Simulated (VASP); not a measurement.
# BaScO2F (P4/mmm) in VASP: further runs

BaScO2F is run at these levels: LDA; tasks: single point.

Program: VASP 6.6.1. These are calculated values, not measurements. Logs are shortened: lines on timing, memory, paths and dates and some standing lists are left out, and cuts for length are marked.

## (1) The cell of the first run

Symmetry: P4/mmm, No. 123, tetragonal system. Conventional cell: a = 4.207 Å, b = 4.207 Å, c = 4.043 Å, α = 90.00°, β = 90.00°, γ = 90.00°. Ba (site symmetry 4/mmm) has 8 O at 2.92 Å and 4 F at 2.97 Å and 8 Sc at 3.60 Å within 3.8 Å. Sc (site symmetry 4/mmm) has 2 F at 2.02 Å and 4 O at 2.10 Å within 2.7 Å. Within 2.8 Å of O (site symmetry mmm) lie 2 Sc at 2.10 Å. F (site symmetry 4/mmm) has 2 Sc at 2.02 Å within 2.7 Å.

## (2) Single point, LDA (strain -0.0400 x Voigt [0, 0, 1, 0, 0, 0])

INCAR

```
  PREC = Accurate
  ENCUT = 520
  EDIFF = 1E-7
  ISMEAR = 0
  SIGMA = 0.05
  LREAL = False
  LASPH = True
  NELM = 80
  ALGO = Normal
  ISIF = 2
  LWAVE = False
  LCHARG = False
  GGA = CA
  NBANDS = 28
```

KPOINTS

```
regular mesh
0
Gamma
  6 6 6
```

POSCAR

```
BaScO2F
1.0
    4.2069470000      0.0000000000      0.0000000000
    0.0000000000      4.2069470000      0.0000000000
    0.0000000000      0.0000000000      4.0429564800
Ba Sc O F
1 1 2 1
Direct
    0.5000000000      0.5000000000      0.5000000000
    0.0000000000      0.0000000000      0.0000000000
    0.5000000000      0.0000000000      0.0000000000
    0.0000000000      0.5000000000      0.0000000000
    0.0000000000      0.0000000000      0.5000000000
```

Potentials or basis: VASP PAW LDA potentials, release 64 (Ba_sv, Sc_sv, O, F).

Launch:

```sh
$ cat potpaw_LDA.64/Ba_sv/POTCAR potpaw_LDA.64/Sc_sv/POTCAR potpaw_LDA.64/O/POTCAR potpaw_LDA.64/F/POTCAR > POTCAR
$ mpirun -np 1 vasp_std > vasp.out
```

OUTCAR:

```text
PREC = Accurate
   ENCUT = 520
   EDIFF = 1E-7
   ISMEAR = 0
   LREAL = False
   LASPH = True
   NELM = 80
   ISIF = 2
   GGA = CA

 ion  position               nearest neighbor table
   1  0.500  0.500  0.500-   3 2.92   4 2.92   3 2.92   4 2.92   3 2.92   3 2.92   4 2.92   4 2.92
                             5 2.97   5 2.97   5 2.97   5 2.97   2 3.60   2 3.60   2 3.60   2 3.60
   2  0.000  0.000  0.000-   5 2.02   5 2.02   3 2.10   4 2.10   4 2.10   3 2.10   1 3.60   1 3.60
                             1 3.60   1 3.60   1 3.60   1 3.60   1 3.60   1 3.60
   3  0.500  0.000  0.000-   2 2.10   2 2.10   1 2.92   1 2.92   1 2.92   1 2.92
   4  0.000  0.500  0.000-   2 2.10   2 2.10   1 2.92   1 2.92   1 2.92   1 2.92
   5  0.000  0.000  0.500-   2 2.02   2 2.02   1 2.97   1 2.97   1 2.97   1 2.97

  LATTYP: Found a simple tetragonal cell.
 ALAT       =     4.2069470000
 C/A-ratio  =     0.9610191143

  Lattice vectors:

 A1 = (   4.2069470000,   0.0000000000,   0.0000000000)
 A2 = (   0.0000000000,   4.2069470000,   0.0000000000)
 A3 = (   0.0000000000,   0.0000000000,   4.0429564800)

Analysis of symmetry for initial positions (statically):
=====================================================================
 Subroutine PRICEL returns:
 Original cell was already a primitive cell.

 Routine SETGRP: Setting up the symmetry group for a
 simple tetragonal supercell.

 Subroutine GETGRP returns: Found 16 space group operations
 (whereof 16 operations were pure point group operations)
 out of a pool of 16 trial point group operations.

The static configuration has the point symmetry D_4h.

Analysis of symmetry for dynamics (positions and initial velocities):
=====================================================================
 Subroutine PRICEL returns:
 Original cell was already a primitive cell.

 Routine SETGRP: Setting up the symmetry group for a
 simple tetragonal supercell.

 Subroutine GETGRP returns: Found 16 space group operations
 (whereof 16 operations were pure point group operations)
 out of a pool of 16 trial point group operations.

The dynamic configuration has the point symmetry D_4h.

 Subroutine INISYM returns: Found 16 space group operations
 (whereof 16 operations are pure point group operations),
 and found     1 'primitive' translations

----------------------------------------------------------------------------------------

                                     Primitive cell

  volume of cell :      71.5539

  direct lattice vectors                    reciprocal lattice vectors
     4.206947000  0.000000000  0.000000000     0.237702068  0.000000000  0.000000000
     0.000000000  4.206947000  0.000000000     0.000000000  0.237702068  0.000000000
     0.000000000  0.000000000  4.042956480     0.000000000  0.000000000  0.247343746

  length of vectors
     4.206947000  4.206947000  4.042956480     0.237702068  0.237702068  0.247343746

  position of ions in fractional coordinates (direct lattice)
     0.500000000  0.500000000  0.500000000
     0.000000000  0.000000000  0.000000000
     0.500000000  0.000000000  0.000000000
     0.000000000  0.500000000  0.000000000
     0.000000000  0.000000000  0.500000000

  ion indices of the primitive-cell ions
   primitive index   ion index
                 1           1
                 2           2
                 3           3
                 4           4
                 5           5

----------------------------------------------------------------------------------------

 KPOINTS: regular mesh

Automatic generation of k-mesh.
 Grid dimensions read from file:
 generate k-points for:    6    6    6

 Generating k-lattice:

  Cartesian coordinates                     Fractional coordinates (reciprocal lattice)
     0.039617011  0.000000000  0.000000000     0.166666667  0.000000000  0.000000000
     0.000000000  0.039617011  0.000000000     0.000000000  0.166666667  0.000000000
     0.000000000  0.000000000  0.041223958     0.000000000  0.000000000  0.166666667

  Length of vectors
     0.039617011  0.039617011  0.041223958

  Shift w.r.t. Gamma in fractional coordinates (k-lattice)
     0.000000000  0.000000000  0.000000000

 Subroutine IBZKPT returns following result:
 ===========================================

 Found     40 irreducible k-points:

 Following reciprocal coordinates:
            Coordinates               Weight
  0.000000  0.000000  0.000000      1.000000
  0.166667  0.000000  0.000000      4.000000
  0.333333  0.000000  0.000000      4.000000
  0.500000  0.000000  0.000000      2.000000
  0.166667  0.166667  0.000000      4.000000
  0.333333  0.166667  0.000000      8.000000
[... 16 lines left out ...]
  0.333333  0.000000  0.333333      8.000000
  0.500000  0.000000  0.333333      4.000000
 [... further k-points ...]
   k-points           NKPTS =     40   k-points in BZ     NKDIM =     40   number of bands    NBANDS=     28
   number of dos      NEDOS =    301   number of ions     NIONS =      5
   total plane-waves  NPLWV =  30720
   dimension x,y,z NGX =    32 NGY =   32 NGZ =   30
   dimension x,y,z NGXF=    64 NGYF=   64 NGZF=   60
   ions per type =               1   1   2   1
   NGX,Y,Z   is equivalent  to a cutoff of  12.65, 12.65, 12.34 a.u.
   NGXF,Y,Z  is equivalent  to a cutoff of  25.29, 25.29, 24.67 a.u.
 SYSTEM =  unknown system
   PREC   = accura    normal or accurate (medium, high low for compatibility)
   ISTART =      0    job   : 0-new  1-cont  2-samecut
   ICHARG =      2    charge: 1-file 2-atom 10-const
   ISPIN  =      1    spin polarized calculation?
   LNONCOLLINEAR =      F non collinear calculations
   LSORBIT =      F    spin-orbit coupling
   LASPH  =      T    aspherical Exc in radial PAW
   ENCUT  =  520.0 eV  38.22 Ry    6.18 a.u.   7.82  7.82  7.52*2*pi/ulx,y,z
   NELM   =     80;   NELMIN=  2; NELMDL= -5     # of ELM steps
   EDIFF  = 0.1E-06   stopping-criterion for ELM
   LREAL  =      F    real-space projection
   EDIFFG = 0.1E-05   stopping-criterion for IOM
   NSW    =      0    number of steps for IOM
   IBRION =     -1    ionic relax: 0-MD 1-quasi-New 2-CG
   NFREE  =      0    steps in history (QN), initial steepest desc. (CG)
   ISIF   =      2    stress and relaxation
   ISYM   =      2    0-nonsym 1-usesym 2-fastsym
   POTIM  = 0.5000    time-step for ionic-motion
   TEBEG  =    0.0;   TEEND  =   0.0 temperature during run
   PSTRESS=    0.0 pullay stress
   NELECT =      40.0000    total number of electrons
   NUPDOWN=      -1.0000    fix difference up-down
   EMIN   =  10.00;   EMAX   =-10.00  energy-range for DOS
   EFERMI =   0.00;   METHOD = LEGACY
   ISMEAR =     0;   SIGMA  =   0.05  broadening in eV -4-tet -1-fermi 0-gaus
   EFERMI_NEDOS =   21; number of points for ismear=-14 and -15
   IALGO  =     38    algorithm
   IMIX   =      4    mixing-type and parameters
     AMIX     =   0.40;   BMIX     =  1.00
     AMIX_MAG =   1.60;   BMIX_MAG =  1.00
  volume/ion in A,a.u.               =      14.31        96.57
  Fermi-wavevector in a.u.,A,eV,Ry     =   1.348602  2.548488 24.745286  1.818727
  Thomas-Fermi vector in A             =   2.476257
   LORBIT       =      0    0 simple, 1 ext, 2 COOP (PROOUT), +10 PAW based schemes
   GGA     = CA    functional components
   LHFCALC =     F    Hartree Fock is set to
   AEXX    =    0.0000 exact exchange contribution
   IVDW    =     0    specifies the selected vdW correction
   LEPSILON=     F    determine dielectric tensor
   LRPA    =     F    only Hartree local field effects (RPA)
 non-spin polarized calculation
 Gauss-broadening in eV      SIGMA  =   0.05
  energy-cutoff  :      520.00
  volume of cell :       71.55
 maximum number of plane-waves:      1952
 NGX is ok and might be reduce to    32
   NGX = 15   NGY = 15   NGZ = 15

 number of electron      39.9999987 magnetization

 Free energy of the ion-electron system (eV)
  ---------------------------------------------------
  ext. energy  EPLUGINS =         0.00000000
  ---------------------------------------------------
  free energy    TOTEN  =       -40.23400077 eV

  energy without entropy =      -40.23400077  energy(sigma->0) =      -40.23400077

 E-fermi :   2.9853     XC(G=0): -11.1132

 val. band max:        2.6837592973   @ k =   0.5000   0.5000   0.5000
 cond. band min:       5.7333582736   @ k =   0.0000   0.0000   0.0000
 fundamental gap:      3.0495989763
 Fermi energy:         2.9853344785

 k-point     1 :       0.0000    0.0000    0.0000
  band No.  band energies     occupation
      1     -44.5767      2.00000
      2     -23.9386      2.00000
      3     -23.5152      2.00000
      4     -23.5152      2.00000
      5     -23.2057      2.00000
      6     -21.2440      2.00000
[... 20 lines left out ...]
     27       8.3328      0.00000
     28       8.6272      0.00000

 k-point     2 :       0.1667    0.0000    0.0000
  band No.  band energies     occupation
      1     -44.5763      2.00000
      2     -23.9378      2.00000
      3     -23.5641      2.00000
      4     -23.5143      2.00000
      5     -23.1575      2.00000
      6     -21.2652      2.00000
[... 20 lines left out ...]
     27       8.4810      0.00000
     28       9.1590      0.00000

 k-point     3 :       0.3333    0.0000    0.0000
  band No.  band energies     occupation
      1     -44.5754      2.00000
      2     -23.9362      2.00000
      3     -23.6437      2.00000
      4     -23.5126      2.00000
      5     -23.0763      2.00000
      6     -21.3100      2.00000
[... 20 lines left out ...]
     27       9.1743      0.00000
     28       9.8423      0.00000

 k-point     4 :       0.5000    0.0000    0.0000
  band No.  band energies     occupation
      1     -44.5749      2.00000
      2     -23.9354      2.00000
      3     -23.6787      2.00000
      4     -23.5117      2.00000
      5     -23.0388      2.00000
      6     -21.3338      2.00000
[... 578 lines left out ...]
     27       9.6136      0.00000
     28       9.6607      0.00000

 k-point    23 :       0.3333    0.0000    0.3333
  band No.  band energies     occupation
      1     -44.5706      2.00000
      2     -24.5533      2.00000
      3     -23.6028      2.00000
      4     -23.5077      2.00000
      5     -23.0492      2.00000
      6     -20.3642      2.00000
[... 20 lines left out ...]
     27       9.8821      0.00000
     28       9.8984      0.00000

 k-point    24 :       0.5000    0.0000    0.3333
  band No.  band energies     occupation
      1     -44.5701      2.00000
      2     -24.5446      2.00000
      3     -23.6322      2.00000
      4     -23.5069      2.00000
      5     -23.0417      2.00000
      6     -20.3751      2.00000
[... 20 lines left out ...]
     27      10.0655      0.00000
     28      10.7494      0.00000

 [... further k-points ...]
[... 5 lines left out ...]
  --------------------------------------------------------------------------------------
  -------------------------------------------------------------------------------------
  Total       -2.9337952     -2.9337952      0.4937324      0.0000000      0.0000000      0.0000000
  in kB      -65.6912056    -65.6912056     11.0552619      0.0000000      0.0000000      0.0000000
  external PRESSURE =     -40.1090498 kB  Pullay stress =       0.0000000 kB

 VOLUME and BASIS-vectors are now :
 -----------------------------------------------------------------------------
  energy-cutoff  :      520.00
  volume of cell :       71.55
      direct lattice vectors                 reciprocal lattice vectors
     4.206947000  0.000000000  0.000000000     0.237702068  0.000000000  0.000000000
     0.000000000  4.206947000  0.000000000     0.000000000  0.237702068  0.000000000
     0.000000000  0.000000000  4.042956480     0.000000000  0.000000000  0.247343746

 POSITION                                       TOTAL-FORCE (eV/Angst)
 -----------------------------------------------------------------------------------
      2.10347      2.10347      2.02148         0.000000      0.000000      0.000000
      0.00000      0.00000      0.00000         0.000000      0.000000      0.000000
      2.10347      0.00000      0.00000         0.000000      0.000000      0.000000
      0.00000      2.10347      0.00000         0.000000      0.000000      0.000000
      0.00000      0.00000      2.02148         0.000000      0.000000      0.000000
 -----------------------------------------------------------------------------------
    total drift:                                0.000000      0.000000     -0.000000

  FREE ENERGIE OF THE ION-ELECTRON SYSTEM (eV)
  ---------------------------------------------------
  free  energy   TOTEN  =       -40.2340007686 eV

  energy  without entropy=      -40.2340007686  energy(sigma->0) =      -40.23400077
```

It took 27 s on 1 thread of Intel Xeon 6975P-C (Granite Rapids), shared host; peak memory 0.21 GiB.

What came out:

```yaml
Free_energy: -40.2340 eV
Pressure: -4.0 GPa
Band_gap_on_the_k_mesh: 3.05 eV, indirect (least direct gap 3.36 eV)
```

Caveat: the cell differs from its parent crystal (strain -0.0400 x Voigt [0, 0, 1, 0, 0, 0]); spin-orbit coupling is left out, which moves the levels of the heavy elements. A k mesh can miss the band edges.

## (3) Single point, LDA (strain -0.0300 x Voigt [0, 0, 1, 0, 0, 0])

INCAR

```
  PREC = Accurate
  ENCUT = 520
  EDIFF = 1E-7
  ISMEAR = 0
  SIGMA = 0.05
  LREAL = F
  LASPH = T
  NELM = 60
  ALGO = Normal
  ISIF = 2
  LWAVE = F
  LCHARG = F
  GGA = CA
  NBANDS = 28
```

KPOINTS

```
Automatic mesh
0
Gamma
  6 6 6
```

POSCAR, as its differences from that of step 2:

```diff
@@ -4,3 +4,3 @@
     0.0000000000      4.2069470000      0.0000000000
-    0.0000000000      0.0000000000      4.0429564800
+    0.0000000000      0.0000000000      4.0850706100
 Ba Sc O F
```

Potentials or basis: VASP PAW LDA potentials, release 64 (Ba_sv, Sc_sv, O, F).

Launch:

```sh
$ cat potpaw_LDA.64/Ba_sv/POTCAR potpaw_LDA.64/Sc_sv/POTCAR potpaw_LDA.64/O/POTCAR potpaw_LDA.64/F/POTCAR > POTCAR
$ mpirun -np 1 vasp_std > vasp.out
```

Run time: 28 s. Hardware: 1 thread of Intel Xeon 6975P-C (Granite Rapids), shared host; peak memory 0.22 GiB.

The run converged. Its results:

```yaml
Free_energy: -40.2335 eV
Pressure: -5.3 GPa
Band_gap_on_the_k_mesh: 3.00 eV, indirect (least direct gap 3.33 eV)
```

Stress tensor (GPa, compression positive):
```
-7.10  0.00  0.00
 0.00 -7.10  0.00
 0.00  0.00 -1.70
```

Levels at points of the mesh, in eV from the valence-band top:
| k point | band 18 | band 19 | band 20 | band 21 | band 22 | band 23 |
| --- | --- | --- | --- | --- | --- | --- |
| (0.00, 0.00, 0.00) | -1.02 | -0.33 | -0.33 | 3.00 | 3.00 | 3.12 |
| (0.50, 0.00, 0.00) | -1.63 | -1.46 | -1.10 | 3.35 | 4.76 | 4.83 |
| (0.50, 0.50, 0.00) | -2.35 | -2.35 | -0.12 | 4.57 | 4.78 | 4.78 |
| (0.00, 0.00, 0.50) | -2.00 | -0.50 | -0.50 | 3.62 | 4.27 | 4.27 |
| (0.50, 0.00, 0.50) | -1.19 | -1.08 | -0.86 | 3.97 | 5.04 | 5.19 |
| (0.50, 0.50, 0.50) | -1.17 | -1.17 | 0.00 | 4.31 | 5.32 | 5.32 |

Caveat: the cell differs from its parent crystal (strain -0.0300 x Voigt [0, 0, 1, 0, 0, 0]); spin-orbit coupling is left out, which moves the levels of the heavy elements. A k mesh can miss the band edges.

## (4) Single point, LDA (strain -0.0200 x Voigt [0, 0, 1, 0, 0, 0])

INCAR

```
SYSTEM = BaScO2F
ALGO = Normal ; EDIFF = 1E-6
ENCUT = 520 ; ISIF = 2
ISMEAR = 0 ; LASPH = .TRUE.
LCHARG = .TRUE. ; LELF = .TRUE.
LREAL = .FALSE. ; LVHAR = .TRUE.
LWAVE = .FALSE. ; NBANDS = 28
NELM = 100 ; PREC = Accurate
SIGMA = 0.05
```

KPOINTS

```
k-points
0
G
  6 6 6
  0 0 0
```

POSCAR, as its differences from that of step 3:

```diff
@@ -4,3 +4,3 @@
     0.0000000000      4.2069470000      0.0000000000
-    0.0000000000      0.0000000000      4.0850706100
+    0.0000000000      0.0000000000      4.1271847400
 Ba Sc O F
```

Launch:

```sh
$ cat potpaw_LDA.64/Ba_sv/POTCAR potpaw_LDA.64/Sc_sv/POTCAR potpaw_LDA.64/O/POTCAR potpaw_LDA.64/F/POTCAR > POTCAR
$ mpirun -np 1 vasp_std > vasp.out
```

It took 25 s on 1 thread of Intel Xeon 6975P-C (Granite Rapids), shared host; peak memory 0.21 GiB.

The run converged. Its results:

- Free energy: -40.2205 eV
- Pressure: -6.5 GPa
- Band gap on the k mesh: 2.96 eV, indirect (least direct gap 3.30 eV)

Stress tensor (GPa, compression positive):
```
-7.59  0.00  0.00
 0.00 -7.59  0.00
 0.00  0.00 -4.23
```

Levels at points of the mesh, in eV from the valence-band top:
| k point | band 17 | band 18 | band 19 | band 20 | band 21 | band 22 | band 23 | band 24 |
| --- | --- | --- | --- | --- | --- | --- | --- | --- |
| (0.00, 0.00, 0.00) | -1.07 | -1.06 | -0.35 | -0.35 | 2.96 | 2.96 | 3.12 | 3.28 |
| (0.50, 0.00, 0.00) | -1.71 | -1.67 | -1.49 | -1.12 | 3.30 | 4.73 | 4.75 | 4.99 |
| (0.50, 0.50, 0.00) | -2.86 | -2.38 | -2.38 | -0.11 | 4.43 | 4.74 | 4.74 | 5.39 |
| (0.00, 0.00, 0.50) | -2.25 | -1.99 | -0.51 | -0.51 | 3.60 | 4.18 | 4.18 | 5.40 |
| (0.50, 0.00, 0.50) | -1.78 | -1.21 | -1.12 | -0.89 | 3.89 | 5.00 | 5.12 | 5.78 |
| (0.50, 0.50, 0.50) | -2.22 | -1.23 | -1.23 | 0.00 | 4.25 | 5.25 | 5.25 | 5.45 |

Caveat: the cell differs from its parent crystal (strain -0.0200 x Voigt [0, 0, 1, 0, 0, 0]); spin-orbit coupling is left out, which moves the levels of the heavy elements.

## (5) Summary

| cell | gap on the mesh (eV) | pressure (GPa) |
| --- | --- | --- |
| a = 4.207, b = 4.207, c = 4.043 Å, 5 atoms | 3.05 | -4.0 |
| a = 4.207, b = 4.207, c = 4.085 Å, 5 atoms | 3.00 | -5.3 |
| a = 4.207, b = 4.207, c = 4.127 Å, 5 atoms | 2.96 | -6.5 |

Alike in all rows: task single point; level LDA; potentials or basis VASP PAW LDA potentials, release 64 (Ba_sv, Sc_sv, O, F); no spin polarisation; k mesh 6 × 6 × 6; cutoff (eV) 520; smearing gaussian 0.05 eV.

Caveats: spin-orbit coupling is left out, which moves the levels of the heavy elements.

Absolute energies hang on the potentials; compare differences alone.
